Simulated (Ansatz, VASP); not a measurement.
ZrS: VASP beside Ansatz

```
CELL_PARAMETERS angstrom
0.00000 2.58562 2.58562
2.58562 0.00000 2.58562
2.58562 2.58562 0.00000
ATOMIC_POSITIONS crystal
Zr 0.00000 0.00000 0.00000
S 0.50000 0.50000 0.50000
```

Change from the starting cell: strain -0.015 along x and y, -0.015 along z, atoms carried along.

Alike in both runs: task single point; functional PBEsol; k mesh 16 × 16 × 16; occupations gaussian, width 0.15 eV; no spin polarisation.

```csv
,VASP,Ansatz
version,VASP 6.6.1,Ansatz 0.2.0
potentials or method,"VASP PAW PBE potentials, release 64 (Zr_sv, S), cutoff 520 eV","scalar-relativistic, plane waves, PAW"
valence electrons in the cell,18,18
```

```csv
,VASP,Ansatz,Ansatz less VASP
gap on the k mesh at the Fermi level (eV),none,none,-
pressure (GPa),-0.2,-0.5,-0.24
```

VASP's potentials were made for PBE, not for PBEsol. A gap of «none» marks a metal or a gap that the smearing closes.
